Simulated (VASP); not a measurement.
# Al16O (a cell with a defect) in VASP: further runs, part 3 of 3

VASP 6.6.1. Earlier steps stand in the parts before.

## Step 6: Single point, PBE

The input, INCAR:

```
PREC = Accurate ; ENCUT = 520
EDIFF = 1E-7 ; ISMEAR = 1
SIGMA = 0.1 ; LREAL = Auto
LASPH = True ; NELM = 100
ALGO = Normal ; ISIF = 2
LWAVE = False ; LCHARG = False
GGA = PE ; NBANDS = 41
```

The input, KPOINTS:

```
Automatic mesh
0
Gamma
  3 3 3
```

The input, POSCAR:

```
Al16O
1.0
   -4.0389296000      4.0389296000      4.0389296000
    4.0389296000     -4.0389296000      4.0389296000
    4.0389296000      4.0389296000     -4.0389296000
Al O
16 1
Direct
   -0.0105535387      0.0025032623      0.0024141297
   -0.0186959188      0.2496229447      0.7487288216
   -0.0341740297      0.4796072702      0.4796326482
   -0.0188011447      0.7487502382      0.2495988046
    0.2349346470      0.0178567113      0.7487289454
    0.2349467790      0.2496035088      0.4950406910
    0.2348944136      0.4950739919      0.2495693413
    0.2347234525      0.7487169373      0.0177248695
    0.4885426822      0.0024359177      0.5032385313
    0.4804202331      0.2478577492      0.2478370754
    0.4885307979      0.5032436069      0.0024266330
    0.5040016048      0.7487466481      0.7487501144
    0.7340537701     -0.0057848248      0.2479028107
    0.7340902897      0.2478565113     -0.0058678913
    0.7356723920      0.4950333871      0.7486849981
    0.7357878929      0.7487892337      0.4951570584
    1.2348905512      0.7487394680      0.7486820270
```

Potentials or basis: VASP PAW PBE potentials, release 64 (Al, O).

The run is started by

```sh
$ cat potpaw_PBE.64/Al/POTCAR potpaw_PBE.64/O/POTCAR > POTCAR
$ mpirun -np 1 vasp_std > vasp.out
```

OUTCAR:

```text
PREC = Accurate
   ENCUT = 520
   EDIFF = 1E-7
   ISMEAR = 1
   LREAL = Auto
   LASPH = True
   NELM = 100
   ISIF = 2
   GGA = PE

 ion  position               nearest neighbor table
   1  0.989  0.003  0.002-  12 2.77  10 2.80   7 2.81   6 2.81   8 2.85   5 2.85  14 2.86   2 2.86
                            13 2.86   4 2.86  16 2.90  15 2.90
   2  0.981  0.250  0.749-   5 2.77  15 2.80  14 2.81   9 2.81   3 2.85   8 2.85   1 2.86  13 2.86
                            16 2.86   7 2.86  11 2.90   6 2.90
   3  0.966  0.480  0.480-  17 1.88  13 2.77  10 2.77  14 2.77   2 2.85   6 2.85   7 2.85   4 2.85
                            15 2.85  16 2.85   8 3.07  12 3.07   5 3.07
   4  0.981  0.749  0.250-   8 2.77  16 2.80  13 2.81  11 2.81   5 2.85   3 2.85   6 2.86  14 2.86
                            15 2.86   1 2.86   9 2.90   7 2.90
   5  0.235  0.018  0.749-  17 1.88  11 2.77   2 2.77   6 2.77   9 2.85  10 2.85   4 2.85  16 2.85
                            14 2.85   1 2.85   8 3.07  12 3.07   3 3.07
   6  0.235  0.250  0.495-   5 2.77   7 2.80   1 2.81  10 2.81   3 2.85  12 2.85  15 2.86   9 2.86
                             4 2.86  13 2.86   2 2.90  11 2.90
   7  0.235  0.495  0.250-   8 2.77   6 2.80   1 2.81  10 2.81   3 2.85  12 2.85  11 2.86  14 2.86
                             2 2.86  16 2.86   9 2.90   4 2.90
   8  0.235  0.749  0.018-  17 1.88   4 2.77   7 2.77   9 2.77  15 2.85   1 2.85   2 2.85  10 2.85
                            11 2.85  13 2.86   3 3.07   5 3.07  12 3.07
   9  0.489  0.002  0.503-   8 2.77  14 2.80  15 2.81   2 2.81   5 2.85  12 2.85   6 2.86  10 2.86
                            13 2.86  16 2.86   4 2.90   7 2.90
  10  0.480  0.248  0.248-   3 2.77   1 2.80   6 2.81   7 2.81   5 2.85   8 2.85  11 2.86   9 2.86
                            15 2.86  16 2.86  13 2.90  14 2.90
  11  0.489  0.503  0.002-   5 2.77  13 2.80   4 2.81  16 2.81  12 2.85   8 2.85   7 2.86  10 2.86
                            15 2.86  14 2.86   2 2.90   6 2.90
  12  0.504  0.749  0.749-  17 1.88  16 2.77  15 2.77   1 2.77  14 2.85   6 2.85  13 2.85   7 2.85
                            11 2.85   9 2.85   3 3.07   5 3.07   8 3.07
  13  0.734  0.994  0.248-   3 2.77  11 2.80   4 2.81  16 2.81  12 2.85   8 2.86   2 2.86   9 2.86
                             1 2.86   6 2.86  10 2.90  14 2.90
  14  0.734  0.248  0.994-   3 2.77   9 2.80   2 2.81  15 2.81  12 2.85   5 2.85   1 2.86   7 2.86
                             4 2.86  11 2.86  10 2.90  13 2.90
  15  0.736  0.495  0.749-  12 2.77   2 2.80   9 2.81  14 2.81   8 2.85   3 2.85   6 2.86  10 2.86
                            11 2.86   4 2.86  16 2.90   1 2.90
  16  0.736  0.749  0.495-  12 2.77   4 2.80  13 2.81  11 2.81   5 2.85   3 2.85   2 2.86   9 2.86
                             7 2.86  10 2.86   1 2.90  15 2.90
  17  0.235  0.749  0.749-   3 1.88  12 1.88   5 1.88   8 1.88

  LATTYP: Found a body centered cubic cell.
 ALAT       =     8.0778592000

  Lattice vectors:

 A1 = (  -4.0389296000,   4.0389296000,   4.0389296000)
 A2 = (   4.0389296000,  -4.0389296000,   4.0389296000)
 A3 = (   4.0389296000,   4.0389296000,  -4.0389296000)

Analysis of symmetry for initial positions (statically):
=====================================================================
 Subroutine PRICEL returns:
 Original cell was already a primitive cell.

 Routine SETGRP: Setting up the symmetry group for a
 body centered cubic supercell.

 Subroutine GETGRP returns: Found  1 space group operations
 (whereof  1 operations were pure point group operations)
 out of a pool of 48 trial point group operations.

The static configuration has the point symmetry C_1 .

Analysis of symmetry for dynamics (positions and initial velocities):
=====================================================================
 Subroutine PRICEL returns:
 Original cell was already a primitive cell.

 Routine SETGRP: Setting up the symmetry group for a
 body centered cubic supercell.

 Subroutine GETGRP returns: Found  1 space group operations
 (whereof  1 operations were pure point group operations)
[... 113 lines left out ...]
   ISTART =      0    job   : 0-new  1-cont  2-samecut
   ICHARG =      2    charge: 1-file 2-atom 10-const
   ISPIN  =      1    spin polarized calculation?
   LNONCOLLINEAR =      F non collinear calculations
   LSORBIT =      F    spin-orbit coupling
   LASPH  =      T    aspherical Exc in radial PAW
   ENCUT  =  520.0 eV  38.22 Ry    6.18 a.u.  13.01 13.01 13.01*2*pi/ulx,y,z
   NELM   =    100;   NELMIN=  2; NELMDL= -5     # of ELM steps
   EDIFF  = 0.1E-06   stopping-criterion for ELM
   LREAL  =      T    real-space projection
   EDIFFG = 0.1E-05   stopping-criterion for IOM
   NSW    =      0    number of steps for IOM
   IBRION =     -1    ionic relax: 0-MD 1-quasi-New 2-CG
   NFREE  =      0    steps in history (QN), initial steepest desc. (CG)
   ISIF   =      2    stress and relaxation
   ISYM   =      2    0-nonsym 1-usesym 2-fastsym
   POTIM  = 0.5000    time-step for ionic-motion
   TEBEG  =    0.0;   TEEND  =   0.0 temperature during run
   PSTRESS=    0.0 pullay stress
   NELECT =      54.0000    total number of electrons
   NUPDOWN=      -1.0000    fix difference up-down
   EMIN   =  10.00;   EMAX   =-10.00  energy-range for DOS
   EFERMI =   0.00;   METHOD = LEGACY
   ISMEAR =     1;   SIGMA  =   0.10  broadening in eV -4-tet -1-fermi 0-gaus
   EFERMI_NEDOS =   21; number of points for ismear=-14 and -15
   IALGO  =     38    algorithm
   IMIX   =      4    mixing-type and parameters
     AMIX     =   0.40;   BMIX     =  1.00
     AMIX_MAG =   1.60;   BMIX_MAG =  1.00
  volume/ion in A,a.u.               =      15.50       104.62
  Fermi-wavevector in a.u.,A,eV,Ry     =   0.965131  1.823834 12.673537  0.931479
  Thomas-Fermi vector in A             =   2.094822
   LORBIT       =      0    0 simple, 1 ext, 2 COOP (PROOUT), +10 PAW based schemes
   GGA     = PE    functional components
   LHFCALC =     F    Hartree Fock is set to
   AEXX    =    0.0000 exact exchange contribution
   IVDW    =     0    specifies the selected vdW correction
   LEPSILON=     F    determine dielectric tensor
   LRPA    =     F    only Hartree local field effects (RPA)
 non-spin polarized calculation
 Methfessel and Paxton  Order N= 1 SIGMA  =   0.10
  energy-cutoff  :      520.00
  volume of cell :      263.55
 maximum number of plane-waves:      7135
 NGX is ok and might be reduce to    54
   NGX = 25   NGY = 25   NGZ = 25

 number of electron      54.0000000 magnetization

 Free energy of the ion-electron system (eV)
  ---------------------------------------------------
  ext. energy  EPLUGINS =         0.00000000
  ---------------------------------------------------
  free energy    TOTEN  =       -68.74596419 eV

  energy without entropy =      -68.74034150  energy(sigma->0) =      -68.74408996

 E-fermi :   8.1206     XC(G=0): -10.3291

 val. band max:        8.0928213021   @ k =   0.3333   0.3333   0.0000
 cond. band min:       8.5271305358   @ k =   0.3333   0.0000   0.3333
 fundamental gap:      0.4343092337
 Fermi energy:         8.1206359315

 k-point     1 :       0.0000    0.0000    0.0000
  band No.  band energies     occupation
      1     -13.0388      2.00000
      2      -2.6796      2.00000
      3      -0.2475      2.00000
      4      -0.2472      2.00000
      5      -0.2460      2.00000
      6       1.4378      2.00000
[... 577 lines left out ...]
     38      11.1047      0.00000
     39      11.3013      0.00000
 [bands above 39 left out]

------------------------ aborting loop because EDIFF is reached ----------------------------------------

  FORCE on cell =-STRESS in cart. coord.  units (eV):
  Direction    XX          YY          ZZ          XY          YZ          ZX
  --------------------------------------------------------------------------------------
  -------------------------------------------------------------------------------------
  Total        4.6291072      4.6065836      4.6295910     -0.0023148     -0.0066016      0.0036816
  in kB       28.1416126     28.0046855     28.1445536     -0.0140724     -0.0401328      0.0223814
  external PRESSURE =      28.0969506 kB  Pullay stress =       0.0000000 kB

 VOLUME and BASIS-vectors are now :
 -----------------------------------------------------------------------------
  energy-cutoff  :      520.00
  volume of cell :      263.55
      direct lattice vectors                 reciprocal lattice vectors
    -4.038929600  4.038929600  4.038929600     0.000000000  0.123795176  0.123795176
     4.038929600 -4.038929600  4.038929600     0.123795176  0.000000000  0.123795176
     4.038929600  4.038929600 -4.038929600     0.123795176  0.123795176  0.000000000

 POSITION                                       TOTAL-FORCE (eV/Angst)
 -----------------------------------------------------------------------------------
     -3.97644      3.99594      3.99666        -0.001697      0.002737     -0.000013
      0.06885      5.97927      1.94756         0.002577     -0.002288     -0.000689
     -0.02660      3.90101      3.90080        -0.005404     -0.006803     -0.005162
      0.06927      1.94696      5.97903         0.000847      0.000682     -0.000648
      2.14730      3.90083     -2.00306         0.005063     -0.003532      0.005361
      2.05863      1.94024     -0.04237         0.000407     -0.000555      0.000655
[... 9 lines left out ...]
      2.05242      1.94739      3.99620        -0.002708     -0.001062      0.000922
      5.09927      0.94847      0.94894         0.002264     -0.000439     -0.002450
 -----------------------------------------------------------------------------------
    total drift:                                0.002488     -0.004115     -0.003602

  FREE ENERGIE OF THE ION-ELECTRON SYSTEM (eV)
  ---------------------------------------------------
  free  energy   TOTEN  =       -68.7459641889 eV

  energy  without entropy=      -68.7403415016  energy(sigma->0) =      -68.74408996
```

Run time: 3.3 min. Hardware: 1 thread of Intel Xeon 6975P-C (Granite Rapids), shared host; peak memory 0.39 GiB.

What came out:

| Quantity | Value |
| --- | --- |
| Free energy | -68.7460 eV |
| Pressure | 2.8 GPa |
| Largest force | 0.010 eV/Å |
| Band gap on the k mesh | zero (band 27 reaches 9.35 eV, above the bottom of band 28 at 8.02 eV) |

Forces in eV/Å, atoms in the order of the input:
```
Al  -0.002  0.003  0.000
Al   0.003 -0.002 -0.001
Al  -0.005 -0.007 -0.005
Al   0.001  0.001 -0.001
Al   0.005 -0.004  0.005
Al   0.000 -0.001  0.001
Al   0.000  0.002  0.001
Al   0.005  0.007 -0.002
Al  -0.002  0.001 -0.001
Al   0.000 -0.001 -0.001
Al   0.001 -0.001  0.002
Al  -0.004  0.003  0.004
Al  -0.001 -0.001 -0.002
Al   0.002 -0.001 -0.001
Al  -0.001  0.003  0.002
Al  -0.003 -0.001  0.001
O    0.002  0.000 -0.002
```

Caveat: the k points lie up to 0.37 Å⁻¹ apart.
